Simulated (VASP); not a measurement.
# GeCN2 (R-3m) in VASP: a series of runs, part 2 of 2

VASP 6.6.1.

## 3. Single point, LDA

This run uses another cell than the first one, of 13.72 Å³/atom, 1.020 times its volume.

Contents of INCAR:

```
SYSTEM = GeCN2
PREC     = Accurate       ! precision mode
ENCUT    = 520            ! plane-wave cutoff, eV
EDIFF    = 1E-7           ! SCF threshold, eV
ISMEAR   = -1             ! smearing method
SIGMA    = 0.05           ! smearing width, eV
LREAL    = .False.        ! projectors in reciprocal space
LASPH    = .True.         ! aspherical terms in the spheres
NELM     = 100            ! most SCF steps
ALGO     = Normal         ! electronic algorithm
ISIF     = 2              ! what is computed and relaxed
LWAVE    = .False.        ! write WAVECAR
LCHARG   = .False.        ! write CHGCAR
GGA      = CA             ! functional
NBANDS   = 22             ! bands
```

Contents of KPOINTS:

```
Automatic mesh
0
Gamma
  9 9 9
  0 0 0
```

Contents of POSCAR:

```
GeCN2
1.0
    1.7937903697      1.0356453528      4.9219572124
   -1.7937903697      1.0356453528      4.9219572124
    0.0000000000     -2.0712907056      4.9219572124
Ge N C
1 2 1
Direct
    0.0000000000      0.0000000000      0.0000000000
    0.5839044000      0.5839044000      0.5839044000
    0.4160956000      0.4160956000      0.4160956000
    0.5000000000      0.5000000000      0.5000000000
```

Potentials or basis: VASP PAW LDA potentials, release 64 (Ge_d, N, C).

Command:

```console
> cat potpaw_LDA.64/Ge_d/POTCAR potpaw_LDA.64/N/POTCAR potpaw_LDA.64/C/POTCAR > POTCAR
> mpirun -np 1 vasp_std > vasp.out
```

OUTCAR:

```text
SYSTEM = GeCN2
   PREC = Accurate
   ENCUT = 520
   EDIFF = 1E-7
   ISMEAR = -1
   LREAL = .False.
   LASPH = .True.
   NELM = 100
   ISIF = 2
   GGA = CA

 ion  position               nearest neighbor table
   1  0.000  0.000  0.000-
   2  0.584  0.584  0.584-   4 1.24
   3  0.416  0.416  0.416-   4 1.24
   4  0.500  0.500  0.500-   2 1.24   3 1.24

  LATTYP: Found a trigonal (rhomboedric) cell.
 ALAT       =     5.3400288377
 COS(alpha) =     0.7743235887

  Lattice vectors:

 A1 = (   1.7937903697,   1.0356453528,   4.9219572124)
 A2 = (  -1.7937903697,   1.0356453528,   4.9219572124)
 A3 = (   0.0000000000,  -2.0712907056,   4.9219572124)

Analysis of symmetry for initial positions (statically):
=====================================================================
 Subroutine PRICEL returns:
 Original cell was already a primitive cell.

 Routine SETGRP: Setting up the symmetry group for a
 trigonal (rhombohedral) supercell.

 Subroutine GETGRP returns: Found 12 space group operations
 (whereof 12 operations were pure point group operations)
 out of a pool of 12 trial point group operations.

The static configuration has the point symmetry D_3d.

Analysis of symmetry for dynamics (positions and initial velocities):
=====================================================================
 Subroutine PRICEL returns:
 Original cell was already a primitive cell.

 Routine SETGRP: Setting up the symmetry group for a
 trigonal (rhombohedral) supercell.

 Subroutine GETGRP returns: Found 12 space group operations
 (whereof 12 operations were pure point group operations)
 out of a pool of 12 trial point group operations.

The dynamic configuration has the point symmetry D_3d.

 Subroutine INISYM returns: Found 12 space group operations
[... 114 lines left out ...]
   EMIN   =  10.00;   EMAX   =-10.00  energy-range for DOS
   EFERMI =   0.00;   METHOD = LEGACY
   ISMEAR =    -1;   SIGMA  =   0.05  broadening in eV -4-tet -1-fermi 0-gaus
   EFERMI_NEDOS =   21; number of points for ismear=-14 and -15
   IALGO  =     38    algorithm
   IMIX   =      4    mixing-type and parameters
     AMIX     =   0.40;   BMIX     =  1.00
     AMIX_MAG =   1.60;   BMIX_MAG =  1.00
  volume/ion in A,a.u.               =      13.72        92.56
  Fermi-wavevector in a.u.,A,eV,Ry     =   1.308289  2.472307 23.287992  1.711619
  Thomas-Fermi vector in A             =   2.438966
   LORBIT       =      0    0 simple, 1 ext, 2 COOP (PROOUT), +10 PAW based schemes
   GGA     = CA    functional components
   LHFCALC =     F    Hartree Fock is set to
   AEXX    =    0.0000 exact exchange contribution
   IVDW    =     0    specifies the selected vdW correction
   LEPSILON=     F    determine dielectric tensor
   LRPA    =     F    only Hartree local field effects (RPA)
 non-spin polarized calculation
  energy-cutoff  :      520.00
  volume of cell :       54.86
 maximum number of plane-waves:      1503
   NGX = 19   NGY = 19   NGZ = 19

 number of electron      28.0000007 magnetization

 Free energy of the ion-electron system (eV)
  ---------------------------------------------------
  ext. energy  EPLUGINS =         0.00000000
  ---------------------------------------------------
  free energy    TOTEN  =       -32.16599021 eV

  energy without entropy =      -32.16598909  energy(sigma->0) =      -32.16598965

 E-fermi :   3.7368     XC(G=0): -10.1868

 val. band max:        3.2132313323   @ k =  -0.4444  -0.4444   0.2222
 cond. band min:       4.1671162878   @ k =   0.4444   0.4444   0.4444
 fundamental gap:      0.9538849554
 Fermi energy:         3.7367538549

 k-point     1 :       0.0000    0.0000    0.0000
  band No.  band energies     occupation
      1     -21.5192      2.00000
      2     -21.5151      2.00000
      3     -21.5151      2.00000
      4     -21.5062      2.00000
      5     -21.5062      2.00000
      6     -15.7718      2.00000
[... 589 lines left out ...]
     21      12.2668      0.00000
     22      15.0514      0.00000

 [... further k-points ...]

------------------------ aborting loop because EDIFF is reached ----------------------------------------

  FORCE on cell =-STRESS in cart. coord.  units (eV):
  Direction    XX          YY          ZZ          XY          YZ          ZX
  --------------------------------------------------------------------------------------
  -------------------------------------------------------------------------------------
  Total       -1.9249604     -1.9249604     -2.6850249      0.0000000      0.0000000      0.0000000
  in kB      -56.2160801    -56.2160801    -78.4128181      0.0000000      0.0000000      0.0000000
  external PRESSURE =     -63.6149928 kB  Pullay stress =       0.0000000 kB

 VOLUME and BASIS-vectors are now :
 -----------------------------------------------------------------------------
  energy-cutoff  :      520.00
  volume of cell :       54.86
      direct lattice vectors                 reciprocal lattice vectors
     1.793790370  1.035645353  4.921957212     0.278739371  0.160930251  0.067723737
    -1.793790370  1.035645353  4.921957212    -0.278739371  0.160930251  0.067723737
     0.000000000 -2.071290706  4.921957212     0.000000000 -0.321860502  0.067723737

 POSITION                                       TOTAL-FORCE (eV/Angst)
 -----------------------------------------------------------------------------------
      0.00000      0.00000      0.00000         0.000000     -0.000000     -0.000000
      0.00000      0.00000      8.62186         0.000000      0.000000     -0.185060
      0.00000      0.00000      6.14401         0.000000     -0.000000      0.185060
      0.00000      0.00000      7.38294        -0.000000     -0.000000     -0.000000
 -----------------------------------------------------------------------------------
    total drift:                               -0.000000      0.000000     -0.000000

  FREE ENERGIE OF THE ION-ELECTRON SYSTEM (eV)
  ---------------------------------------------------
  free  energy   TOTEN  =       -32.1659902145 eV

  energy  without entropy=      -32.1659890880  energy(sigma->0) =      -32.16598965
```

stdout:

```text
POSCAR found type information on POSCAR GeN C
 POSCAR found :  3 types and       4 ions
 scaLAPACK will be used
 LDA part: xc-table for (Slater(with rela. corr.)+CA(PZ))
 , standard interpolation
 POSCAR, INCAR and KPOINTS ok, starting setup
 FFT: planning ... GRIDC
 FFT: planning ... GRID_SOFT
 FFT: planning ... GRID
 WAVECAR not read
 entering main loop
```

Wall time 66 s (1 thread of Intel Xeon 6975P-C (Granite Rapids), shared host); peak memory 0.26 GiB.

Results:

```yaml
Free_energy: -32.1660 eV
Pressure: -6.4 GPa
Largest_force: 0.185 eV/Å
Band_gap_on_the_k_mesh: 0.95 eV, indirect (least direct gap 1.75 eV)
```

Forces on the atoms (eV/Å):
```
Ge   0.000  0.000  0.000
N    0.000  0.000 -0.185
N    0.000  0.000  0.185
C    0.000  0.000  0.000
```

Levels at points of the mesh, in eV from the valence-band top:
```tsv
k point	band 11	band 12	band 13	band 14	band 15	band 16	band 17	band 18
(0.00, 0.00, 0.00)	-5.14	-1.98	-1.84	-1.84	2.47	3.23	3.23	4.73
```

A k mesh can miss the band edges.

## 4. Single point, LDA (volume scaled by 1.02)

Contents of INCAR:

```
SYSTEM = GeCN2
  PREC = Accurate
  ENCUT = 520
  EDIFF = 1E-7
  ISMEAR = -1
  SIGMA = 0.05
  LREAL = .FALSE.
  LASPH = .TRUE.
  NELM = 100
  ALGO = Normal
  ISIF = 2
  LWAVE = .FALSE.
  LCHARG = .TRUE.
  LELF = .TRUE.
  LVHAR = .TRUE.
  NBANDS = 22
```

Contents of KPOINTS:

```
regular mesh
0
G
  9 9 9
  0 0 0
```

Contents of POSCAR:

```
GeCN2
1.0
    1.8056701223      1.0425041312      4.9545539055
   -1.8056701223      1.0425041312      4.9545539055
    0.0000000000     -2.0850082624      4.9545539055
Ge N C
1 2 1
Direct
    0.0000000000      0.0000000000      0.0000000000
    0.5839044000      0.5839044000      0.5839044000
    0.4160956000      0.4160956000      0.4160956000
    0.5000000000      0.5000000000      0.5000000000
```

Command:

```console
> cat potpaw_LDA.64/Ge_d/POTCAR potpaw_LDA.64/N/POTCAR potpaw_LDA.64/C/POTCAR > POTCAR
> mpirun -np 1 vasp_std > vasp.out
```

It took 92 s on 1 thread of Intel Xeon 6975P-C (Granite Rapids), shared host; peak memory 0.26 GiB.

The run converged. Its results:

| Property | Result |
| --- | --- |
| Free energy | -32.1155 eV |
| Pressure | -8.7 GPa |
| Largest force | 0.736 eV/Å |
| Band gap on the k mesh | 1.00 eV, indirect (least direct gap 1.82 eV) |

Forces in eV/Å, atoms in the order of the input:
```
Ge   0.000  0.000  0.000
N    0.000  0.000 -0.736
N    0.000  0.000  0.736
C    0.000  0.000  0.000
```

Stress tensor (GPa, compression positive):
```
 -6.44   0.00   0.00
  0.00  -6.44   0.00
  0.00   0.00 -13.13
```

Levels at points of the mesh, in eV from the valence-band top:
```
           k point  band 11  band 12  band 13  band 14  band 15  band 16  band 17  band 18
(0.00, 0.00, 0.00)    -5.00    -2.06    -1.75    -1.75     2.47     3.21     3.21     4.75
```

Caveat: the cell differs from its parent crystal (volume scaled by 1.02). A k mesh can miss the band edges.

## 5. Single point, LDA (volume scaled by 1.04)

Contents of INCAR:

```
SYSTEM = GeCN2
PREC = Accurate
ENCUT = 520
EDIFF = 1E-7
ISMEAR = -1
SIGMA = 0.05
LREAL = .FALSE.
LASPH = .TRUE.
NELM = 80
ALGO = Normal
ISIF = 2
LWAVE = .FALSE.
LCHARG = .FALSE.
NBANDS = 22
```

KPOINTS is that of step 4.

Contents of POSCAR:

```
GeCN2
1.0
    1.8173955815      1.0492738282      4.9867272349
   -1.8173955815      1.0492738282      4.9867272349
    0.0000000000     -2.0985476564      4.9867272349
Ge N C
1 2 1
Direct
    0.0000000000      0.0000000000      0.0000000000
    0.5839044000      0.5839044000      0.5839044000
    0.4160956000      0.4160956000      0.4160956000
    0.5000000000      0.5000000000      0.5000000000
```

Potentials or basis: VASP PAW LDA potentials, release 64 (Ge_d, N, C).

Command:

```console
> cat potpaw_LDA.64/Ge_d/POTCAR potpaw_LDA.64/N/POTCAR potpaw_LDA.64/C/POTCAR > POTCAR
> mpirun -np 1 vasp_std > vasp.out
```

OUTCAR:

```text
SYSTEM = GeCN2
   PREC = Accurate
   ENCUT = 520
   EDIFF = 1E-7
   ISMEAR = -1
   LREAL = .FALSE.
   LASPH = .TRUE.
   NELM = 80
   ISIF = 2

 ion  position               nearest neighbor table
   1  0.000  0.000  0.000-
   2  0.584  0.584  0.584-   4 1.26
   3  0.416  0.416  0.416-   4 1.26
   4  0.500  0.500  0.500-   2 1.26   3 1.26

[... 797 lines left out ...]

  FORCE on cell =-STRESS in cart. coord.  units (eV):
  Direction    XX          YY          ZZ          XY          YZ          ZX
  --------------------------------------------------------------------------------------
  -------------------------------------------------------------------------------------
  Total       -2.5504800     -2.5504800     -6.3840914      0.0000000      0.0000000      0.0000000
  in kB      -71.6188469    -71.6188469   -179.2687145      0.0000000      0.0000000      0.0000000
  external PRESSURE =    -107.5021361 kB  Pullay stress =       0.0000000 kB

 VOLUME and BASIS-vectors are now :
 -----------------------------------------------------------------------------
  energy-cutoff  :      520.00
  volume of cell :       57.06
      direct lattice vectors                 reciprocal lattice vectors
     1.817395582  1.049273828  4.986727235     0.275118970  0.158840011  0.066844108
    -1.817395582  1.049273828  4.986727235    -0.275118970  0.158840011  0.066844108
     0.000000000 -2.098547656  4.986727235     0.000000000 -0.317680022  0.066844108

 POSITION                                       TOTAL-FORCE (eV/Angst)
 -----------------------------------------------------------------------------------
      0.00000      0.00000      0.00000         0.000000      0.000000     -0.000000
      0.00000      0.00000      8.73532         0.000000      0.000000     -1.248995
      0.00000      0.00000      6.22487         0.000000     -0.000000      1.248995
      0.00000      0.00000      7.48009         0.000000      0.000000      0.000000
 -----------------------------------------------------------------------------------
    total drift:                               -0.000000      0.000000     -0.000000

  FREE ENERGIE OF THE ION-ELECTRON SYSTEM (eV)
  ---------------------------------------------------
  free  energy   TOTEN  =       -32.0500251613 eV

  energy  without entropy=      -32.0500246342  energy(sigma->0) =      -32.05002490
```

It took 100 s on 1 thread of Intel Xeon 6975P-C (Granite Rapids), shared host; peak memory 0.26 GiB.

What came out:

```yaml
Free_energy: -32.0500 eV
Pressure: -10.8 GPa
Largest_force: 1.249 eV/Å
Band_gap_on_the_k_mesh: 1.04 eV, indirect (least direct gap 1.88 eV)
```

Forces in eV/Å, atoms in the order of the input:
```
Ge   0.000  0.000  0.000
N    0.000  0.000 -1.249
N    0.000  0.000  1.249
C    0.000  0.000  0.000
```

Levels at points of the mesh, in eV from the valence-band top:
```csv
k point,band 12,band 13,band 14,band 15,band 16,band 17
"(0.00, 0.00, 0.00)",-2.15,-1.66,-1.66,2.47,3.20,3.20
```

Caveat: the cell differs from its parent crystal (volume scaled by 1.04); forces of over 1 eV/Å act on the atoms, so gaps and moduli don't describe the material at rest.

## 6. Summary

| cell | gap on the mesh (eV) | pressure (GPa) | largest force (eV/Å) |
| --- | --- | --- | --- |
| a = 5.304 Å, angles 39.3°, 4 atoms | 0.91 | -3.9 | 0.40 |
| a = 5.340 Å, angles 39.3°, 4 atoms | 0.95 | -6.4 | 0.19 |
| a = 5.375 Å, angles 39.3°, 4 atoms | 1.00 | -8.7 | 0.74 |
| a = 5.410 Å, angles 39.3°, 4 atoms | 1.04 | -10.8 | 1.25 |

Alike in all rows: task single point; level LDA; potentials or basis VASP PAW LDA potentials, release 64 (Ge_d, N, C); no spin polarisation; k mesh 9 × 9 × 9; cutoff (eV) 520; smearing fermi-dirac 0.05 eV.

Caveats: forces of over 1 eV/Å act on the atoms, so gaps and moduli don't describe the material at rest (some runs).

Absolute energies hang on the potentials; compare differences alone.
